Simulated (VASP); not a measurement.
# Zr2TiB2 (P4/mmm) in VASP: notebook, part 2 of 2

VASP 6.6.1.

## Step 3: Single point, PBE, collinear spin

This run uses another cell than the first one, of 15.55 Å³/atom.

INCAR reads:

```
PREC = Accurate
ENCUT = 520
EDIFF = 1E-7
ISMEAR = 0
SIGMA = 0.1
LREAL = False
LASPH = True
NELM = 150
ALGO = Fast
ISIF = 2
LWAVE = False
LCHARG = False
ISPIN = 2
MAGMOM = 1 1 1 0 0
LORBIT = 11
LMAXMIX = 4
GGA = PE
NBANDS = 33
```

KPOINTS reads:

```
regular mesh
0
Gamma
  6 6 2
```

POSCAR reads:

```
Zr2TiB2
1.0
    3.0323519924      0.0000000000      0.0000000000
    0.0000000000      3.0323519924      0.0000000000
    0.0000000000      0.0000000000      8.4540104541
Zr Ti B
2 1 2
Direct
    0.5000000000      0.5000000000      0.7263607156
    0.5000000000      0.5000000000      0.2736392844
    0.0000000000      0.0000000000      0.0000000000
    0.5000000000      0.0000000000      0.5000000000
    0.0000000000      0.5000000000      0.5000000000
```

Potentials or basis: VASP PAW PBE potentials, release 64 (Zr_sv, Ti_sv, B).

Started as:

```bash
cat potpaw_PBE.64/Zr_sv/POTCAR potpaw_PBE.64/Ti_sv/POTCAR potpaw_PBE.64/B/POTCAR > POTCAR
mpirun -np 1 vasp_std > vasp.out
```

OUTCAR:

```text
PREC = Accurate
   ENCUT = 520
   EDIFF = 1E-7
   ISMEAR = 0
   LREAL = False
   LASPH = True
   NELM = 150
   ISIF = 2
   ISPIN = 2
   LORBIT = 11
   GGA = PE

 ion  position               nearest neighbor table
   1  0.500  0.500  0.726-   4 2.44   5 2.44   4 2.44   5 2.44   3 3.15   3 3.15   3 3.15   3 3.15
                             2 3.83
   2  0.500  0.500  0.274-   4 2.44   5 2.44   4 2.44   5 2.44   3 3.15   3 3.15   3 3.15   3 3.15
                             1 3.83
   3  0.000  0.000  0.000-   1 3.15   2 3.15   1 3.15   2 3.15   1 3.15   2 3.15   1 3.15   2 3.15

   4  0.500  0.000  0.500-   5 2.14   5 2.14   5 2.14   5 2.14   2 2.44   2 2.44   1 2.44   1 2.44

   5  0.000  0.500  0.500-   4 2.14   4 2.14   4 2.14   4 2.14   1 2.44   2 2.44   1 2.44   2 2.44

  LATTYP: Found a simple tetragonal cell.
 ALAT       =     3.0323519924
 C/A-ratio  =     2.7879383644

  Lattice vectors:

 A1 = (   3.0323519924,   0.0000000000,   0.0000000000)
 A2 = (   0.0000000000,   3.0323519924,   0.0000000000)
 A3 = (   0.0000000000,   0.0000000000,   8.4540104541)

Analysis of symmetry for initial positions (statically):
=====================================================================
 Subroutine PRICEL returns:
 Original cell was already a primitive cell.

 Routine SETGRP: Setting up the symmetry group for a
 simple tetragonal supercell.

 Subroutine GETGRP returns: Found 16 space group operations
 (whereof 16 operations were pure point group operations)
 out of a pool of 16 trial point group operations.

The static configuration has the point symmetry D_4h.

Analysis of symmetry for dynamics (positions and initial velocities):
=====================================================================
 Subroutine PRICEL returns:
 Original cell was already a primitive cell.

 Routine SETGRP: Setting up the symmetry group for a
 simple tetragonal supercell.

 Subroutine GETGRP returns: Found 16 space group operations
 (whereof 16 operations were pure point group operations)
 out of a pool of 16 trial point group operations.

The dynamic configuration has the point symmetry D_4h.

Analysis of structural, dynamic, and magnetic symmetry:
=====================================================================
 Subroutine PRICEL returns:
 Original cell was already a primitive cell.

 Routine SETGRP: Setting up the symmetry group for a
 simple tetragonal supercell.

 Subroutine GETGRP returns: Found 16 space group operations
 (whereof 16 operations were pure point group operations)
 out of a pool of 16 trial point group operations.

The overall configuration has the point symmetry D_4h.

 Subroutine INISYM returns: Found 16 space group operations
 (whereof 16 operations are pure point group operations),
 and found     1 'primitive' translations

----------------------------------------------------------------------------------------

                                     Primitive cell

  volume of cell :      77.7360

  direct lattice vectors                    reciprocal lattice vectors
     3.032351992  0.000000000  0.000000000     0.329777019  0.000000000  0.000000000
     0.000000000  3.032351992  0.000000000     0.000000000  0.329777019  0.000000000
     0.000000000  0.000000000  8.454010454     0.000000000  0.000000000  0.118287055

  length of vectors
     3.032351992  3.032351992  8.454010454     0.329777019  0.329777019  0.118287055

[... 88 lines left out ...]
   ISYM   =      2    0-nonsym 1-usesym 2-fastsym
   POTIM  = 0.5000    time-step for ionic-motion
   TEBEG  =    0.0;   TEEND  =   0.0 temperature during run
   PSTRESS=    0.0 pullay stress
   NELECT =      42.0000    total number of electrons
   NUPDOWN=      -1.0000    fix difference up-down
   EMIN   =  10.00;   EMAX   =-10.00  energy-range for DOS
   EFERMI =   0.00;   METHOD = LEGACY
   ISMEAR =     0;   SIGMA  =   0.10  broadening in eV -4-tet -1-fermi 0-gaus
   EFERMI_NEDOS =   21; number of points for ismear=-14 and -15
   IALGO  =     68    algorithm
   IMIX   =      4    mixing-type and parameters
     AMIX     =   0.40;   BMIX     =  1.00
     AMIX_MAG =   1.60;   BMIX_MAG =  1.00
  volume/ion in A,a.u.               =      15.55       104.92
  Fermi-wavevector in a.u.,A,eV,Ry     =   1.333370  2.519703 24.189456  1.777875
  Thomas-Fermi vector in A             =   2.462233
   LORBIT       =     11    0 simple, 1 ext, 2 COOP (PROOUT), +10 PAW based schemes
   GGA     = PE    functional components
   LHFCALC =     F    Hartree Fock is set to
   AEXX    =    0.0000 exact exchange contribution
   IVDW    =     0    specifies the selected vdW correction
   LEPSILON=     F    determine dielectric tensor
   LRPA    =     F    only Hartree local field effects (RPA)
 spin polarized calculation
 RMM-DIIS sequential band-by-band and
 Gauss-broadening in eV      SIGMA  =   0.10
  energy-cutoff  :      520.00
  volume of cell :       77.74
 maximum number of plane-waves:      2120
 NGX is ok and might be reduce to    24
   NGX = 11   NGY = 11   NGZ = 31

 number of electron      41.9999997 magnetization      -0.0000299

 number of electron      41.9999997 magnetization       0.0000618

 Free energy of the ion-electron system (eV)
  ---------------------------------------------------
  ext. energy  EPLUGINS =         0.00000000
  ---------------------------------------------------
  free energy    TOTEN  =       -37.11118053 eV

  energy without entropy =      -37.08707008  energy(sigma->0) =      -37.09912531

 E-fermi :   8.0768     XC(G=0): -11.3729

 val. band max:        8.0712040874   @ k =   0.5000   0.0000   0.5000
 cond. band min:       8.0957484631   @ k =   0.3333   0.0000   0.0000
 fundamental gap:      0.0245443758
 Fermi energy:         8.0767848997

 spin component 1

 k-point     1 :       0.0000    0.0000    0.0000
  band No.  band energies     occupation
      1     -48.7344      1.00000
      2     -40.0221      1.00000
      3     -40.0189      1.00000
      4     -24.9443      1.00000
      5     -24.8647      1.00000
      6     -24.8647      1.00000
[... 709 lines left out ...]
     32      14.9980      0.00000
     33      15.1627      0.00000
 Fermi energy:         8.0767848997

 spin component 2

 k-point     1 :       0.0000    0.0000    0.0000
  band No.  band energies     occupation
      1     -48.7344      1.00000
      2     -40.0221      1.00000
      3     -40.0189      1.00000
      4     -24.9443      1.00000
      5     -24.8647      1.00000
      6     -24.8647      1.00000
[... 709 lines left out ...]
     32      15.0045      0.00000
     33      15.2214      0.00000

------------------------ aborting loop because EDIFF is reached ----------------------------------------

  FORCE on cell =-STRESS in cart. coord.  units (eV):
  Direction    XX          YY          ZZ          XY          YZ          ZX
  --------------------------------------------------------------------------------------
  -------------------------------------------------------------------------------------
  Total       -0.2756314     -0.2756314     -0.0263190      0.0000000      0.0000000      0.0000000
  in kB       -5.6809016     -5.6809016     -0.5424480      0.0000000      0.0000000      0.0000000
  external PRESSURE =      -3.9680837 kB  Pullay stress =       0.0000000 kB

 VOLUME and BASIS-vectors are now :
 -----------------------------------------------------------------------------
  energy-cutoff  :      520.00
  volume of cell :       77.74
      direct lattice vectors                 reciprocal lattice vectors
     3.032351992  0.000000000  0.000000000     0.329777019  0.000000000  0.000000000
     0.000000000  3.032351992  0.000000000     0.000000000  0.329777019  0.000000000
     0.000000000  0.000000000  8.454010454     0.000000000  0.000000000  0.118287055

 POSITION                                       TOTAL-FORCE (eV/Angst)
 -----------------------------------------------------------------------------------
      1.51618      1.51618      6.14066         0.000000     -0.000000      0.028195
      1.51618      1.51618      2.31335         0.000000      0.000000     -0.028195
      0.00000      0.00000      0.00000         0.000000      0.000000      0.000000
      1.51618      0.00000      4.22701         0.000000      0.000000      0.000000
      0.00000      1.51618      4.22701         0.000000      0.000000      0.000000
 -----------------------------------------------------------------------------------
    total drift:                                0.000000     -0.000000     -0.000000

  FREE ENERGIE OF THE ION-ELECTRON SYSTEM (eV)
  ---------------------------------------------------
  free  energy   TOTEN  =       -37.1111805288 eV

  energy  without entropy=      -37.0870700847  energy(sigma->0) =      -37.09912531

 total charge

# of ion       s       p       d       tot
------------------------------------------
    1        2.224   5.984   1.752   9.959
    2        2.224   5.984   1.752   9.959
    3        2.231   6.093   1.829  10.153
    4        0.707   0.997   0.000   1.704
    5        0.707   0.997   0.000   1.704
--------------------------------------------------
tot          8.093  20.055   5.332  33.480

 magnetization (x)

# of ion       s       p       d       tot
------------------------------------------
    1       -0.000  -0.000  -0.000  -0.000
    2       -0.000  -0.000  -0.000  -0.000
    3        0.000   0.000   0.000   0.000
    4        0.000   0.000   0.000   0.000
    5        0.000   0.000   0.000   0.000
--------------------------------------------------
tot         -0.000   0.000   0.000   0.000
```

OSZICAR:

```text
N       E                     dE             d eps       ncg     rms          rms(c)
DAV:   1     0.447104256864E+03    0.44710E+03   -0.20186E+04  2640   0.131E+03
DAV:   2     0.121650000388E+00   -0.44698E+03   -0.42976E+03  2810   0.407E+02
DAV:   3    -0.399760303967E+02   -0.40098E+02   -0.38717E+02  4383   0.106E+02
[... 12 lines left out ...]
RMM: 103    -0.371111799704E+02   -0.30782E-06   -0.18655E-06  3233   0.534E-03    0.278E-03
RMM: 104    -0.371111801328E+02   -0.16238E-06   -0.91952E-07  2495   0.366E-03    0.159E-03
RMM: 105    -0.371111802052E+02   -0.72328E-07   -0.12333E-06  2486   0.276E-03    0.189E-03
RMM: 106    -0.371111803718E+02   -0.16661E-06   -0.88840E-07  2602   0.326E-03    0.364E-04
RMM: 107    -0.371111804531E+02   -0.81386E-07   -0.10311E-06  2340   0.253E-03    0.202E-04
RMM: 108    -0.371111805288E+02   -0.75672E-07   -0.71974E-07  2497   0.256E-03
   1 F= -.37111181E+02 E0= -.37099125E+02  d E =-.241104E-01  mag=     0.0001
```

It took 14 min on 1 thread of Intel Xeon 6975P-C (Granite Rapids), shared host; peak memory 0.26 GiB.

What came out:

- Free energy: -37.1112 eV
- Pressure: -0.4 GPa
- Largest force: 0.028 eV/Å
- Band gap on the k mesh: zero (filled and empty bands overlap)
- Net moment: 0.00 μB per cell
- Valence electrons inside the program's atomic spheres: Zr 9.96; Ti 10.15; B 1.70

Forces on the atoms (eV/Å):
```
Zr   0.000  0.000  0.028
Zr   0.000  0.000 -0.028
Ti   0.000  0.000  0.000
B    0.000  0.000  0.000
B    0.000  0.000  0.000
```

Caveat: the k points lie up to 0.37 Å⁻¹ apart, too coarse for converged energies and pressures of a metal.

## Step 4: Relaxation of cell and atoms, PBE

This run uses another cell than the first one, of 15.55 Å³/atom.

INCAR reads:

```
PREC = Accurate ; ENCUT = 600
EDIFF = 1E-6 ; ISMEAR = 0
SIGMA = 0.1 ; LREAL = False
LASPH = True ; NELM = 60
ALGO = Fast ; ISIF = 3
LWAVE = False ; LCHARG = False
GGA = PE ; IBRION = 2
NSW = 100 ; EDIFFG = -0.01
```

KPOINTS reads:

```
Automatic mesh
0
Gamma
  12 12 6
```

POSCAR is that of step 3.

Started as:

```bash
cat potpaw_PBE.64/Zr_sv/POTCAR potpaw_PBE.64/Ti_sv/POTCAR potpaw_PBE.64/B/POTCAR > POTCAR
mpirun -np 1 vasp_std > vasp.out
```

Wall time 36 min (1 thread of Intel Xeon 6975P-C (Granite Rapids), shared host); peak memory 0.42 GiB.

It converged, with:

```
Free energy                           : -37.1160 eV
Relaxed volume                        : 15.56 Å³/atom
Relaxed cell                          : a = 3.012 Å, b = 3.012 Å, c = 8.574 Å, α = 90.00°, β = 90.00°, γ = 90.00°
Space group after relaxing (to 0.1 Å) : P4/mmm (No. 123)
Energy gained by relaxing             : 1.4 meV/atom
Ionic steps                           : 13
Pressure after relaxing               : 0.0 GPa
Largest force after relaxing          : 0.008 eV/Å
Band gap on the k mesh                : zero (bands 21 and 22 overlap by 0.84 eV)
```

Forces on the atoms (eV/Å):
```
Zr   0.000  0.000 -0.008
Zr   0.000  0.000  0.008
Ti   0.000  0.000  0.000
B    0.000  0.000  0.000
B    0.000  0.000  0.000
```

Stress tensor (GPa, compression positive):
```
-0.06  0.00  0.00
 0.00 -0.06  0.00
 0.00  0.00  0.08
```

Step by step:
```
step  energy change (eV)  largest force (eV/Å)  pressure (GPa)  volume (Å³)
   1              0.0000                0.1177           -0.46        77.74
   2             -0.0019                0.0448            0.54        77.23
   3             -0.0019                0.0334            0.73        77.17
   4             -0.0035                0.0315            0.65        77.22
   5             -0.0060                0.0433            0.39        77.39
   6             -0.0061                0.0485            0.32        77.41
   7             -0.0065                0.0465            0.03        77.64
   8             -0.0066                0.0476           -0.21        77.82
   9             -0.0066                0.0486           -0.15        77.76
  10             -0.0068                0.0166           -0.01        77.75
  11             -0.0068                0.0111            0.02        77.75
  12             -0.0068                0.0082            0.06        77.75
  13             -0.0068                0.0076           -0.01        77.79
```

Final structure:
```yaml
crystal:
  lattice:
    - [3.01214, 0.00000, 0.00000]
    - [0.00000, 3.01214, 0.00000]
    - [0.00000, 0.00000, 8.57429]
  atoms:
    - { symbol: Zr, position: [0.50000, 0.50000, 0.72308] }
    - { symbol: Zr, position: [0.50000, 0.50000, 0.27692] }
    - { symbol: Ti, position: [0.00000, 0.00000, 0.00000] }
    - { symbol: B, position: [0.50000, 0.00000, 0.50000] }
    - { symbol: B, position: [0.00000, 0.50000, 0.50000] }
```

Levels at points of the mesh, in eV from the Fermi level:
```csv
k point,band 17,band 18,band 19,band 20,band 21,band 22,band 23,band 24,band 25
"(0.00, 0.00, 0.00)",-1.84,-1.52,-1.17,-1.17,-0.25,0.03,1.20,1.24,1.49
"(0.50, 0.00, 0.00)",-2.08,-0.93,-0.11,-0.07,0.22,0.79,0.89,1.62,1.78
"(0.50, 0.50, 0.00)",-2.00,-1.90,-1.90,-1.42,-1.05,0.44,0.44,1.54,1.54
"(0.00, 0.00, 0.50)",-1.75,-1.64,-1.19,-1.19,-0.52,-0.20,0.89,1.69,1.70
"(0.50, 0.00, 0.50)",-1.38,-1.11,-0.02,-0.01,0.11,0.24,1.19,1.34,1.38
"(0.50, 0.50, 0.50)",-2.42,-1.65,-1.54,-1.54,-0.50,-0.50,-0.34,2.29,2.63
```

## Step 5: The runs side by side

| task | spin | cell | k mesh | cutoff (eV) | gap on the mesh (eV) | pressure (GPa) | largest force (eV/Å) |
| --- | --- | --- | --- | --- | --- | --- | --- |
| single point | off | a = 3.596, b = 3.596, c = 4.754 Å, 5 atoms, atomic positions A | 6 × 6 × 4 | 520 | none | 74.2 | 7.86 |
| single point | collinear | a = 3.032, b = 3.032, c = 8.454 Å, 5 atoms, atomic positions B | 6 × 6 × 2 | 520 | none | -0.4 | 0.03 |
| relaxation of cell and atoms | off | relaxed from a = 3.032, b = 3.032, c = 8.454 Å, 5 atoms, atomic positions B | 12 × 12 × 6 | 600 | none | 0.0 | 0.01 |

Alike in all rows: level PBE; potentials or basis VASP PAW PBE potentials, release 64 (Zr_sv, Ti_sv, B); smearing gaussian 0.1 eV.

Caveats: some runs use coarse meshes; the stress differs along the axes, from 65 to 93 GPa (at least some runs); forces of over 1 eV/Å act on the atoms, so gaps and moduli don't describe the material at rest (at least some runs).

Absolute energies hang on the potentials; compare differences alone.

The gap in the log of VASP goes by the Fermi energy; the results here count the filled bands.